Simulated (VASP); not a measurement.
# InC2 (P3_221) in VASP: single point with PBE

Aim: the single point of InC2 with PBE.

Everything below comes from runs of VASP 6.6.1. Logs are shortened: lines on timing, memory, paths and dates and some standing lists are left out, and cuts for length are marked.

**1. The cell of the first run**

It takes space group P3_221 (No. 154, trigonal). The conventional cell has a = 4.145 Å, b = 4.145 Å, c = 8.890 Å, α = 90.00°, β = 90.00°, γ = 120.00°. In (site symmetry 2) has 8 C at 2.38 to 3.09 Å within 3.1 Å. C (site symmetry 1) has 1 C at 1.29 Å within 1.7 Å.

**2. Single point, PBE**

The input, INCAR:

```
PREC = Accurate
ENCUT = 910
EDIFF = 1E-6
ISMEAR = 0
SIGMA = 0.1
LREAL = F
LASPH = T
NELM = 120
ALGO = Normal
ISIF = 2
LWAVE = F
LCHARG = T
GGA = PE
LELF = T
LVHAR = T
NBANDS = 42
GGA_COMPAT = F
```

The input, KPOINTS:

```
regular mesh
0
Gamma
  6 6 4
```

The input, POSCAR:

```
InC2
1.0
    4.1447721953      0.0000000000      0.0000000000
   -2.0723860976      3.5894780141      0.0000000000
    0.0000000000      0.0000000000      8.8896556197
In C
3 6
Direct
    0.3778798413      0.0000000000      0.6666666667
    0.0000000000      0.3778798413      0.3333333333
    0.6221201587      0.6221201587      0.0000000000
    0.3635309448      0.1666647277      0.1935534979
    0.8333352723      0.1968662171      0.8602201646
    0.8031337829      0.6364690552      0.5268868312
    0.1666647277      0.3635309448      0.8064465021
    0.1968662171      0.8333352723      0.1397798354
    0.6364690552      0.8031337829      0.4731131688
```

Potentials or basis: VASP PAW PBE potentials, release 64 (In_d, C_h).

The run is started by

```
$ cat potpaw_PBE.64/In_d/POTCAR potpaw_PBE.64/C_h/POTCAR > POTCAR
$ mpirun -np 1 vasp_std > vasp.out
```

OUTCAR:

```text
PREC = Accurate
   ENCUT = 910
   EDIFF = 1E-6
   ISMEAR = 0
   LREAL = F
   LASPH = T
   NELM = 120
   ISIF = 2
   GGA = PE

 ion  position               nearest neighbor table
   1  0.378  0.000  0.667-   9 2.38   5 2.38   7 2.43   6 2.43   7 2.64   6 2.64   3 3.72   3 3.72
                             2 3.72   2 3.72   3 4.02   2 4.02
   2  0.000  0.378  0.333-   6 2.38   8 2.38   4 2.43   9 2.43   4 2.64   9 2.64   3 3.72   3 3.72
                             1 3.72   1 3.72   3 4.02   1 4.02
   3  0.622  0.622  0.000-   7 2.38   4 2.38   8 2.43   5 2.43   8 2.64   5 2.64   2 3.72   1 3.72
                             2 3.72   1 3.72   1 4.02   2 4.02
   4  0.364  0.167  0.194-   8 1.29   3 2.38   2 2.43   2 2.64
   5  0.833  0.197  0.860-   7 1.29   1 2.38   3 2.43   3 2.64
   6  0.803  0.636  0.527-   9 1.29   2 2.38   1 2.43   1 2.64
   7  0.167  0.364  0.806-   5 1.29   3 2.38   1 2.43   1 2.64
   8  0.197  0.833  0.140-   4 1.29   2 2.38   3 2.43   3 2.64
   9  0.636  0.803  0.473-   6 1.29   1 2.38   2 2.43   2 2.64

  LATTYP: Found a hexagonal cell.
 ALAT       =     4.1447721953
 C/A-ratio  =     2.1447875060

  Lattice vectors:

 A1 = (   4.1447721953,   0.0000000000,   0.0000000000)
 A2 = (  -2.0723860976,   3.5894780141,   0.0000000000)
 A3 = (   0.0000000000,   0.0000000000,   8.8896556197)

Analysis of symmetry for initial positions (statically):
=====================================================================
 Subroutine PRICEL returns:
 Original cell was already a primitive cell.

 Routine SETGRP: Setting up the symmetry group for a
 hexagonal supercell.

 Subroutine GETGRP returns: Found  6 space group operations
 (whereof  2 operations were pure point group operations)
 out of a pool of 24 trial point group operations.

The static configuration has the point symmetry C_2 .
 The point group associated with its full space group is D_3 .

Analysis of symmetry for dynamics (positions and initial velocities):
=====================================================================
 Subroutine PRICEL returns:
 Original cell was already a primitive cell.

 Routine SETGRP: Setting up the symmetry group for a
 hexagonal supercell.

 Subroutine GETGRP returns: Found  6 space group operations
 (whereof  2 operations were pure point group operations)
 out of a pool of 24 trial point group operations.

The dynamic configuration has the point symmetry C_2 .
 The point group associated with its full space group is D_3 .

 Subroutine INISYM returns: Found  6 space group operations
 (whereof  2 operations are pure point group operations),
 and found     1 'primitive' translations

----------------------------------------------------------------------------------------

                                     Primitive cell

  volume of cell :     132.2565

  direct lattice vectors                    reciprocal lattice vectors
     4.144772195  0.000000000  0.000000000     0.241267783  0.139296020  0.000000000
    -2.072386098  3.589478014  0.000000000     0.000000000  0.278592039  0.000000000
     0.000000000  0.000000000  8.889655620     0.000000000  0.000000000  0.112490297

  length of vectors
     4.144772195  4.144772195  8.889655620     0.278592039  0.278592039  0.112490297

  position of ions in fractional coordinates (direct lattice)
     0.377879841  0.000000000  0.666666667
     0.000000000  0.377879841  0.333333333
     0.622120159  0.622120159  0.000000000
     0.363530945  0.166664728  0.193553498
     0.833335272  0.196866217  0.860220165
     0.803133783  0.636469055  0.526886831
     0.166664728  0.363530945  0.806446502
     0.196866217  0.833335272  0.139779835
     0.636469055  0.803133783  0.473113169

  ion indices of the primitive-cell ions
   primitive index   ion index
                 1           1
                 2           2
                 3           3
                 4           4
                 5           5
                 6           6
                 7           7
                 8           8
                 9           9

----------------------------------------------------------------------------------------

 KPOINTS: regular mesh

Automatic generation of k-mesh.
 Grid dimensions read from file:
 generate k-points for:    6    6    4

 Generating k-lattice:

  Cartesian coordinates                     Fractional coordinates (reciprocal lattice)
     0.040211297  0.023216003  0.000000000     0.166666667  0.000000000  0.000000000
     0.000000000  0.046432007  0.000000000     0.000000000  0.166666667  0.000000000
     0.000000000  0.000000000  0.028122574     0.000000000  0.000000000  0.250000000

  Length of vectors
     0.046432007  0.046432007  0.028122574

  Shift w.r.t. Gamma in fractional coordinates (k-lattice)
     0.000000000  0.000000000  0.000000000

 Subroutine IBZKPT returns following result:
 ===========================================

 Found     24 irreducible k-points:

 Following reciprocal coordinates:
            Coordinates               Weight
  0.000000  0.000000  0.000000      1.000000
  0.166667  0.000000  0.000000      6.000000
  0.333333  0.000000  0.000000      6.000000
  0.500000 -0.000000  0.000000      3.000000
  0.166667  0.166667  0.000000      6.000000
  0.333333  0.166667  0.000000     12.000000
[... 16 lines left out ...]
  0.333333  0.166667  0.500000     12.000000
  0.333333  0.333333  0.500000      2.000000
   k-points           NKPTS =     24   k-points in BZ     NKDIM =     24   number of bands    NBANDS=     42
   number of dos      NEDOS =    301   number of ions     NIONS =      9
   total plane-waves  NPLWV = 158760
   dimension x,y,z NGX =    42 NGY =   42 NGZ =   90
   dimension x,y,z NGXF=    84 NGYF=   84 NGZF=  180
   ions per type =               3   6
   NGX,Y,Z   is equivalent  to a cutoff of  16.85, 16.85, 16.83 a.u.
   NGXF,Y,Z  is equivalent  to a cutoff of  33.69, 33.69, 33.66 a.u.
 SYSTEM =  unknown system
   PREC   = accura    normal or accurate (medium, high low for compatibility)
   ISTART =      0    job   : 0-new  1-cont  2-samecut
   ICHARG =      2    charge: 1-file 2-atom 10-const
   ISPIN  =      1    spin polarized calculation?
   LNONCOLLINEAR =      F non collinear calculations
   LSORBIT =      F    spin-orbit coupling
   LASPH  =      T    aspherical Exc in radial PAW
   ENCUT  =  910.0 eV  66.88 Ry    8.18 a.u.  10.19 10.19 21.87*2*pi/ulx,y,z
   NELM   =    120;   NELMIN=  2; NELMDL= -5     # of ELM steps
   EDIFF  = 0.1E-05   stopping-criterion for ELM
   LREAL  =      F    real-space projection
   EDIFFG = 0.1E-04   stopping-criterion for IOM
   NSW    =      0    number of steps for IOM
   IBRION =     -1    ionic relax: 0-MD 1-quasi-New 2-CG
   NFREE  =      0    steps in history (QN), initial steepest desc. (CG)
   ISIF   =      2    stress and relaxation
   ISYM   =      2    0-nonsym 1-usesym 2-fastsym
   POTIM  = 0.5000    time-step for ionic-motion
   TEBEG  =    0.0;   TEEND  =   0.0 temperature during run
   PSTRESS=    0.0 pullay stress
   NELECT =      63.0000    total number of electrons
   NUPDOWN=      -1.0000    fix difference up-down
   EMIN   =  10.00;   EMAX   =-10.00  energy-range for DOS
   EFERMI =   0.00;   METHOD = LEGACY
   ISMEAR =     0;   SIGMA  =   0.10  broadening in eV -4-tet -1-fermi 0-gaus
   EFERMI_NEDOS =   21; number of points for ismear=-14 and -15
   IALGO  =     38    algorithm
   IMIX   =      4    mixing-type and parameters
     AMIX     =   0.40;   BMIX     =  1.00
     AMIX_MAG =   1.60;   BMIX_MAG =  1.00
  volume/ion in A,a.u.               =      14.70        99.17
  Fermi-wavevector in a.u.,A,eV,Ry     =   1.278545  2.416100 22.241138  1.634678
  Thomas-Fermi vector in A             =   2.411082
   LORBIT       =      0    0 simple, 1 ext, 2 COOP (PROOUT), +10 PAW based schemes
   GGA     = PE    functional components
   LHFCALC =     F    Hartree Fock is set to
   AEXX    =    0.0000 exact exchange contribution
   IVDW    =     0    specifies the selected vdW correction
   LEPSILON=     F    determine dielectric tensor
   LRPA    =     F    only Hartree local field effects (RPA)
 non-spin polarized calculation
 Gauss-broadening in eV      SIGMA  =   0.10
  energy-cutoff  :      910.00
  volume of cell :      132.26
 maximum number of plane-waves:      8274
 NGX is ok and might be reduce to    42
   NGX = 21   NGY = 21   NGZ = 43

 number of electron      63.0000000 magnetization

 Free energy of the ion-electron system (eV)
  ---------------------------------------------------
  ext. energy  EPLUGINS =         0.00000000
  ---------------------------------------------------
  free energy    TOTEN  =       -52.69579325 eV

  energy without entropy =      -52.68074998  energy(sigma->0) =      -52.68827161

 E-fermi :   6.0959     XC(G=0): -10.3719

 val. band max:        6.0899614469   @ k =   0.5000  -0.0000   0.0000
 cond. band min:       6.0967992477   @ k =   0.3333   0.1667   0.0000
 fundamental gap:      0.0068378009
 Fermi energy:         6.0958836695

 k-point     1 :       0.0000    0.0000    0.0000
  band No.  band energies     occupation
      1      -8.9157      2.00000
      2      -8.4305      2.00000
      3      -8.4305      2.00000
      4      -8.3695      2.00000
      5      -8.2986      2.00000
      6      -8.2986      2.00000
[... 34 lines left out ...]
     41      11.6476      0.00000
     42      13.2084      0.00000

 k-point     2 :       0.1667    0.0000    0.0000
  band No.  band energies     occupation
      1      -8.8324      2.00000
      2      -8.7237      2.00000
      3      -8.5839      2.00000
      4      -8.3266      2.00000
      5      -8.2746      2.00000
      6      -8.2685      2.00000
[... 979 lines left out ...]
     41      12.3425      0.00000
     42      12.8347      0.00000

 k-point    24 :       0.3333    0.3333    0.5000
  band No.  band energies     occupation
      1      -8.9845      2.00000
      2      -8.8592      2.00000
      3      -8.8592      2.00000
      4      -8.2567      2.00000
      5      -8.2431      2.00000
      6      -8.2431      2.00000
[... 34 lines left out ...]
     41      12.0826      0.00000
     42      12.6396      0.00000

------------------------ aborting loop because EDIFF is reached ----------------------------------------

  FORCE on cell =-STRESS in cart. coord.  units (eV):
  Direction    XX          YY          ZZ          XY          YZ          ZX
  --------------------------------------------------------------------------------------
  -------------------------------------------------------------------------------------
  Total       -0.1018129     -0.1018129      0.2662233     -0.0000000      0.0000000      0.0000000
  in kB       -1.2333793     -1.2333793      3.2250740     -0.0000000      0.0000000      0.0000000
  external PRESSURE =       0.2527718 kB  Pullay stress =       0.0000000 kB

 VOLUME and BASIS-vectors are now :
 -----------------------------------------------------------------------------
  energy-cutoff  :      910.00
  volume of cell :      132.26
      direct lattice vectors                 reciprocal lattice vectors
     4.144772195  0.000000000  0.000000000     0.241267783  0.139296020  0.000000000
    -2.072386098  3.589478014  0.000000000     0.000000000  0.278592039  0.000000000
     0.000000000  0.000000000  8.889655620     0.000000000  0.000000000  0.112490297

 POSITION                                       TOTAL-FORCE (eV/Angst)
 -----------------------------------------------------------------------------------
      1.56623      0.00000      5.92644        -0.000753      0.000000      0.000000
     -0.78311      1.35639      2.96322         0.000377     -0.000652      0.000000
      1.28927      2.23309      0.00000         0.000377      0.000652      0.000000
      1.16136      0.59824      1.72062        -0.001121     -0.017847     -0.002717
      3.04600      0.70665      7.64706         0.016017      0.007953     -0.002717
      2.00980      2.28459      4.68384        -0.014896      0.009895     -0.002717
     -0.06259      1.30489      7.16903        -0.014896     -0.009895      0.002717
     -0.91103      2.99124      1.24259        -0.001121      0.017847      0.002717
      0.97362      2.88283      4.20581         0.016017     -0.007953      0.002717
 -----------------------------------------------------------------------------------
    total drift:                               -0.000000      0.000000     -0.000000

  FREE ENERGIE OF THE ION-ELECTRON SYSTEM (eV)
  ---------------------------------------------------
  free  energy   TOTEN  =       -52.6957932523 eV

  energy  without entropy=      -52.6807499757  energy(sigma->0) =      -52.68827161
```

Wall time 6.4 min (1 thread of Intel Xeon Platinum 8259CL at 2.50GHz (Skylake/Cascade Lake), shared host); peak memory 0.53 GiB.

Results:

```
Free energy            : -52.6958 eV
Pressure               : 0.0 GPa
Largest force          : 0.018 eV/Å
Band gap on the k mesh : zero (an odd number of electrons rules out a gap without spin polarisation)
```

Forces in eV/Å, atoms in the order of the input:
```
In  -0.001  0.000  0.000
In   0.000 -0.001  0.000
In   0.000  0.001  0.000
C   -0.001 -0.018 -0.003
C    0.016  0.008 -0.003
C   -0.015  0.010 -0.003
C   -0.015 -0.010  0.003
C   -0.001  0.018  0.003
C    0.016 -0.008  0.003
```

Caveat: the cutoff is under 1.25 times the usual one of these potentials, so pressure, stress and relaxed cells hold a basis-set (Pulay) error; spin-orbit coupling is left out, which moves the levels of the heavy elements.
